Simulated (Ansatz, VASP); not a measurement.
Pb in VASP and in Ansatz

INCAR

```
SYSTEM = Pb
  ALGO = Normal
  EDIFF = 1E-6
  EDIFFG = -0.04
  ENCUT = 600
  GGA = PS
  IBRION = 2
  ISIF = 3
  ISMEAR = 0
  LASPH = .True.
  LCHARG = .False.
  LREAL = .False.
  LWAVE = .False.
  NELM = 100
  NSW = 90
  PREC = Accurate
  SIGMA = 0.1
```

The input KPOINTS:

```
k-points
0
Gamma
  3 3 6
  0 0 0
```

POSCAR

```
Pb
1.0
    5.8856341892      0.0000000000      0.0000000000
   -2.9428170946      5.0971087252      0.0000000000
    0.0000000000      0.0000000000      3.6081496551
Pb
3
Direct
    0.0000000000      0.0000000000      0.0000000000
    0.3333333333      0.6666666667      0.5000000000
    0.6666666667      0.3333333333      0.5000000000
```

Input for Ansatz:

```yaml
crystal:
  lattice:
    - [5.8856341892, 0.0, 0.0]
    - [-2.9428170946, 5.0971087252, 0.0]
    - [0.0, 0.0, 3.6081496551]
  atoms:
    - { symbol: Pb, position: [0.0, 0.0, 0.0] }
    - { symbol: Pb, position: [0.3333333333, 0.6666666667, 0.5] }
    - { symbol: Pb, position: [0.6666666667, 0.3333333333, 0.5] }
basis:
  ecutwfc: 420
kpoints:
  mp_grid: { grid: [3, 3, 6] }
hamiltonian:
  xc: pbesol
scf:
  occupations: { method: gaussian, width: 0.1 }
  lower_state_search: "off"
output:
  forces: true
  stress: true
  eigenvalues: true
relax:
  adjacent_minimum: "off"
  f_tol: 0.04
  max_steps: 70
  cell: { stress_tol: 0.4 }
```

Alike in both runs: task relaxation of cell and atoms; functional PBEsol; k mesh 3 × 3 × 6; occupations gaussian, width 0.1 eV; no spin polarisation.

|  | VASP | Ansatz |
| --- | --- | --- |
| version | VASP 6.6.1 | Ansatz 0.2.0 |
| potentials or method | VASP PAW PBE potentials, release 64 (Pb_d), cutoff 600 eV | scalar-relativistic, plane waves, PAW |
| valence electrons in the cell | 42 | 42 |

Ansatz gave:

- gap on the k mesh at the Fermi level, each at its own relaxed structure (eV): none
- relaxed volume (Å³/atom): 30.21
- relaxed cell length with the largest relative difference (Å): 3.325

Question: Which values does VASP return?

Answer: gap on the k mesh at the Fermi level, each at its own relaxed structure (eV): none; relaxed volume (Å³/atom): 30.17; relaxed cell length with the largest relative difference (Å): 3.331.

VASP's potentials were made for PBE, not for PBEsol. A gap of «none» marks a metal or a gap that the smearing closes.

The k mesh is coarse, so the values compare programs but aren't converged. Neither program's run includes spin-orbit coupling. Noted on VASP's run: the volume moved by over 15 % at a fixed basis, so the end points are rough.
